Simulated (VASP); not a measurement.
# BAs (F-43m) in VASP: a series of runs

BAs is run at these levels: PBE, PBE+D3(BJ), PBE+D4, RPBE; tasks: single point, relaxation of cell and atoms.

All numbers are computed with VASP 6.6.1; they aren't measurements. Logs are shortened: lines on timing, memory, paths and dates and some standing lists are left out, and cuts for length are marked.

## 1. The cell of the first run

Symmetry: F-43m, No. 216, cubic system. The conventional cell has a = 4.777 Å, b = 4.777 Å, c = 4.777 Å, α = 90.00°, β = 90.00°, γ = 90.00°. Within 2.7 Å of As (site symmetry -43m) lie 4 B at 2.07 Å. Within 2.7 Å of B (site symmetry -43m) lie 4 As at 2.07 Å.

## 2. Single point, PBE

Contents of INCAR:

```
SYSTEM = BAs
ALGO = Normal
EDIFF = 1E-7
ENCUT = 520
GGA = PE
ISIF = 2
ISMEAR = 0
LASPH = .TRUE.
LCHARG = .FALSE.
LREAL = .FALSE.
LWAVE = .FALSE.
NBANDS = 11
NELM = 80
PREC = Accurate
SIGMA = 0.017
```

Contents of KPOINTS:

```
k-points
0
G
  10 10 10
  0 0 0
```

Contents of POSCAR:

```
BAs
1.0
    0.0000000000      2.3885000000      2.3885000000
    2.3885000000      0.0000000000      2.3885000000
    2.3885000000      2.3885000000      0.0000000000
As B
1 1
Direct
    0.7500000000      0.7500000000      0.7500000000
    0.0000000000      0.0000000000      0.0000000000
```

Potentials or basis: VASP PAW PBE potentials, release 64 (As, B).

Command:

```console
> cat potpaw_PBE.64/As/POTCAR potpaw_PBE.64/B/POTCAR > POTCAR
> mpirun -np 1 vasp_std > vasp.out
```

OUTCAR:

```text
SYSTEM = BAs
   EDIFF = 1E-7
   ENCUT = 520
   GGA = PE
   ISIF = 2
   ISMEAR = 0
   LASPH = .TRUE.
   LREAL = .FALSE.
   NELM = 80
   PREC = Accurate

 ion  position               nearest neighbor table
   1  0.750  0.750  0.750-   2 2.07   2 2.07   2 2.07   2 2.07
   2  0.000  0.000  0.000-   1 2.07   1 2.07   1 2.07   1 2.07

  LATTYP: Found a face centered cubic cell.
 ALAT       =     4.7770000000

  Lattice vectors:

 A1 = (   0.0000000000,   2.3885000000,   2.3885000000)
 A2 = (   2.3885000000,   0.0000000000,   2.3885000000)
 A3 = (   2.3885000000,   2.3885000000,   0.0000000000)

Analysis of symmetry for initial positions (statically):
=====================================================================
 Subroutine PRICEL returns:
 Original cell was already a primitive cell.

 Routine SETGRP: Setting up the symmetry group for a
 face centered cubic supercell.

 Subroutine GETGRP returns: Found 24 space group operations
 (whereof 24 operations were pure point group operations)
 out of a pool of 48 trial point group operations.

The static configuration has the point symmetry T_d .

Analysis of symmetry for dynamics (positions and initial velocities):
=====================================================================
 Subroutine PRICEL returns:
 Original cell was already a primitive cell.

 Routine SETGRP: Setting up the symmetry group for a
 face centered cubic supercell.

 Subroutine GETGRP returns: Found 24 space group operations
 (whereof 24 operations were pure point group operations)
 out of a pool of 48 trial point group operations.

The dynamic configuration has the point symmetry T_d .

 Subroutine INISYM returns: Found 24 space group operations
 (whereof 24 operations are pure point group operations),
 and found     1 'primitive' translations

----------------------------------------------------------------------------------------

                                     Primitive cell

  volume of cell :      27.2525

  direct lattice vectors                    reciprocal lattice vectors
     0.000000000  2.388500000  2.388500000    -0.209336404  0.209336404  0.209336404
     2.388500000  0.000000000  2.388500000     0.209336404 -0.209336404  0.209336404
     2.388500000  2.388500000  0.000000000     0.209336404  0.209336404 -0.209336404

  length of vectors
     3.377849094  3.377849094  3.377849094     0.362581287  0.362581287  0.362581287

  position of ions in fractional coordinates (direct lattice)
     0.750000000  0.750000000  0.750000000
     0.000000000  0.000000000  0.000000000

  ion indices of the primitive-cell ions
   primitive index   ion index
                 1           1
                 2           2

----------------------------------------------------------------------------------------

 KPOINTS: k-points

Automatic generation of k-mesh.
 Grid dimensions read from file:
 generate k-points for:   10   10   10

 Generating k-lattice:

  Cartesian coordinates                     Fractional coordinates (reciprocal lattice)
    -0.020933640  0.020933640  0.020933640     0.100000000  0.000000000  0.000000000
     0.020933640 -0.020933640  0.020933640     0.000000000  0.100000000  0.000000000
     0.020933640  0.020933640 -0.020933640     0.000000000  0.000000000  0.100000000

  Length of vectors
     0.036258129  0.036258129  0.036258129

  Shift w.r.t. Gamma in fractional coordinates (k-lattice)
     0.000000000  0.000000000  0.000000000

 Subroutine IBZKPT returns following result:
 ===========================================

 Found     47 irreducible k-points:

 Following reciprocal coordinates:
            Coordinates               Weight
  0.000000  0.000000  0.000000      1.000000
  0.100000  0.000000  0.000000      8.000000
  0.200000  0.000000  0.000000      8.000000
  0.300000  0.000000  0.000000      8.000000
  0.400000  0.000000  0.000000      8.000000
  0.500000  0.000000  0.000000      4.000000
[... 16 lines left out ...]
  0.300000  0.300000  0.000000      6.000000
  0.400000  0.300000  0.000000     24.000000
 [... further k-points ...]
   k-points           NKPTS =     47   k-points in BZ     NKDIM =     47   number of bands    NBANDS=     11
   number of dos      NEDOS =    301   number of ions     NIONS =      2
   total plane-waves  NPLWV =  21952
   dimension x,y,z NGX =    28 NGY =   28 NGZ =   28
   dimension x,y,z NGXF=    56 NGYF=   56 NGZF=   56
   ions per type =               1   1
   NGX,Y,Z   is equivalent  to a cutoff of  13.78, 13.78, 13.78 a.u.
   NGXF,Y,Z  is equivalent  to a cutoff of  27.56, 27.56, 27.56 a.u.
 SYSTEM =  BAs
   PREC   = accura    normal or accurate (medium, high low for compatibility)
   ISTART =      0    job   : 0-new  1-cont  2-samecut
   ICHARG =      2    charge: 1-file 2-atom 10-const
   ISPIN  =      1    spin polarized calculation?
   LNONCOLLINEAR =      F non collinear calculations
   LSORBIT =      F    spin-orbit coupling
   LASPH  =      T    aspherical Exc in radial PAW
   ENCUT  =  520.0 eV  38.22 Ry    6.18 a.u.   6.28  6.28  6.28*2*pi/ulx,y,z
   NELM   =     80;   NELMIN=  2; NELMDL= -5     # of ELM steps
   EDIFF  = 0.1E-06   stopping-criterion for ELM
   LREAL  =      F    real-space projection
   EDIFFG = 0.1E-05   stopping-criterion for IOM
   NSW    =      0    number of steps for IOM
   IBRION =     -1    ionic relax: 0-MD 1-quasi-New 2-CG
   NFREE  =      0    steps in history (QN), initial steepest desc. (CG)
   ISIF   =      2    stress and relaxation
   ISYM   =      2    0-nonsym 1-usesym 2-fastsym
   POTIM  = 0.5000    time-step for ionic-motion
   TEBEG  =    0.0;   TEEND  =   0.0 temperature during run
   PSTRESS=    0.0 pullay stress
   NELECT =       8.0000    total number of electrons
   NUPDOWN=      -1.0000    fix difference up-down
   EMIN   =  10.00;   EMAX   =-10.00  energy-range for DOS
   EFERMI =   0.00;   METHOD = LEGACY
   ISMEAR =     0;   SIGMA  =   0.02  broadening in eV -4-tet -1-fermi 0-gaus
   EFERMI_NEDOS =   21; number of points for ismear=-14 and -15
   IALGO  =     38    algorithm
   IMIX   =      4    mixing-type and parameters
     AMIX     =   0.40;   BMIX     =  1.00
     AMIX_MAG =   1.60;   BMIX_MAG =  1.00
  volume/ion in A,a.u.               =      13.63        91.95
  Fermi-wavevector in a.u.,A,eV,Ry     =   1.088018  2.056057 16.106360  1.183784
  Thomas-Fermi vector in A             =   2.224191
   LORBIT       =      0    0 simple, 1 ext, 2 COOP (PROOUT), +10 PAW based schemes
   GGA     = PE    functional components
   LHFCALC =     F    Hartree Fock is set to
   AEXX    =    0.0000 exact exchange contribution
   IVDW    =     0    specifies the selected vdW correction
   LEPSILON=     F    determine dielectric tensor
   LRPA    =     F    only Hartree local field effects (RPA)
 non-spin polarized calculation
 Gauss-broadening in eV      SIGMA  =   0.02
  energy-cutoff  :      520.00
  volume of cell :       27.25
 maximum number of plane-waves:       754
 NGX is ok and might be reduce to    28
   NGX = 13   NGY = 13   NGZ = 13

 number of electron       8.0000000 magnetization

 Free energy of the ion-electron system (eV)
  ---------------------------------------------------
  ext. energy  EPLUGINS =         0.00000000
  ---------------------------------------------------
  free energy    TOTEN  =       -11.40640282 eV

  energy without entropy =      -11.40640282  energy(sigma->0) =      -11.40640282

 E-fermi :   6.2384     XC(G=0): -10.5843

 val. band max:        6.1261798752   @ k =   0.0000   0.0000   0.0000
 cond. band min:       7.3017354821   @ k =   0.4000   0.4000   0.0000
 fundamental gap:      1.1755556069
 Fermi energy:         6.2384222907

 k-point     1 :       0.0000    0.0000    0.0000
  band No.  band energies     occupation
      1      -9.2750      2.00000
      2       6.1262      2.00000
      3       6.1262      2.00000
      4       6.1262      2.00000
      5       9.4027      0.00000
      6       9.4027      0.00000
      7       9.4027      0.00000
      8      10.8130      0.00000
      9      15.7091      0.00000
     10      19.0767      0.00000
     11      19.0767      0.00000

 k-point     2 :       0.1000    0.0000    0.0000
  band No.  band energies     occupation
      1      -9.1108      2.00000
      2       4.7308      2.00000
      3       5.8245      2.00000
      4       5.8245      2.00000
      5       9.5501      0.00000
      6       9.8000      0.00000
      7       9.8000      0.00000
      8      11.6848      0.00000
      9      16.3543      0.00000
     10      18.0092      0.00000
     11      18.0092      0.00000

 k-point     3 :       0.2000    0.0000    0.0000
  band No.  band energies     occupation
      1      -8.6265      2.00000
      2       2.3654      2.00000
      3       5.2498      2.00000
      4       5.2498      2.00000
      5       9.3350      0.00000
      6      10.5170      0.00000
      7      10.5170      0.00000
      8      13.3082      0.00000
      9      17.2897      0.00000
     10      17.2897      0.00000
     11      17.3528      0.00000

 k-point     4 :       0.3000    0.0000    0.0000
  band No.  band energies     occupation
      1      -7.8585      2.00000
      2       0.0737      2.00000
      3       4.7416      2.00000
      4       4.7416      2.00000
      5       9.0630      0.00000
      6      10.9191      0.00000
      7      10.9191      0.00000
      8      14.5733      0.00000
      9      17.4744      0.00000
     10      17.7372      0.00000
     11      17.7372      0.00000
[... 239 lines left out ...]
 k-point    22 :      -0.2000    0.2000    0.0000
  band No.  band energies     occupation
      1      -7.5950      2.00000
      2       0.6555      2.00000
      3       2.0530      2.00000
      4       4.8330      2.00000
      5      10.0596      0.00000
      6      11.2440      0.00000
      7      12.1364      0.00000
      8      13.1324      0.00000
      9      16.0106      0.00000
     10      18.7524      0.00000
     11      20.3076      0.00000

 k-point    23 :       0.3000    0.3000    0.0000
  band No.  band energies     occupation
      1      -7.3590      2.00000
      2       0.9137      2.00000
      3       2.9368      2.00000
      4       2.9368      2.00000
      5       7.5220      0.00000
      6       9.7837      0.00000
      7      14.5795      0.00000
      8      14.5795      0.00000
      9      17.1250      0.00000
     10      21.1915      0.00000
     11      21.2233      0.00000

 k-point    24 :       0.4000    0.3000    0.0000
  band No.  band energies     occupation
      1      -6.6309      2.00000
      2      -0.3315      2.00000
      3       2.1498      2.00000
      4       2.6400      2.00000
      5       7.8224      0.00000
      6       9.5221      0.00000
      7      14.9619      0.00000
      8      15.1947      0.00000
      9      18.1794      0.00000
     10      21.9433      0.00000
     11      21.9977      0.00000

 [... further k-points ...]
[... 5 lines left out ...]
  --------------------------------------------------------------------------------------
  -------------------------------------------------------------------------------------
  Total        0.5835160      0.5835160      0.5835160      0.0000000     -0.0000000     -0.0000000
  in kB       34.3050135     34.3050135     34.3050135      0.0000000     -0.0000000     -0.0000000
  external PRESSURE =      34.3050135 kB  Pullay stress =       0.0000000 kB

 VOLUME and BASIS-vectors are now :
 -----------------------------------------------------------------------------
  energy-cutoff  :      520.00
  volume of cell :       27.25
      direct lattice vectors                 reciprocal lattice vectors
     0.000000000  2.388500000  2.388500000    -0.209336404  0.209336404  0.209336404
     2.388500000  0.000000000  2.388500000     0.209336404 -0.209336404  0.209336404
     2.388500000  2.388500000  0.000000000     0.209336404  0.209336404 -0.209336404

 POSITION                                       TOTAL-FORCE (eV/Angst)
 -----------------------------------------------------------------------------------
      3.58275      3.58275      3.58275        -0.000000     -0.000000      0.000000
      0.00000      0.00000      0.00000         0.000000      0.000000     -0.000000
 -----------------------------------------------------------------------------------
    total drift:                                0.000000      0.000000      0.000000

  FREE ENERGIE OF THE ION-ELECTRON SYSTEM (eV)
  ---------------------------------------------------
  free  energy   TOTEN  =       -11.4064028169 eV

  energy  without entropy=      -11.4064028169  energy(sigma->0) =      -11.40640282
```

Run time: 12 s. Hardware: 1 thread of Intel Xeon Platinum 8488C (Sapphire Rapids), shared host; peak memory 0.16 GiB.

Results:

* Free energy: -11.4064 eV
* Pressure: 3.4 GPa
* Band gap on the k mesh: 1.18 eV, indirect (least direct gap 3.28 eV)

A k mesh can miss the band edges. A hybrid or GW would open this gap; PBE tends to underestimate it.

[end of part 1 of 3]
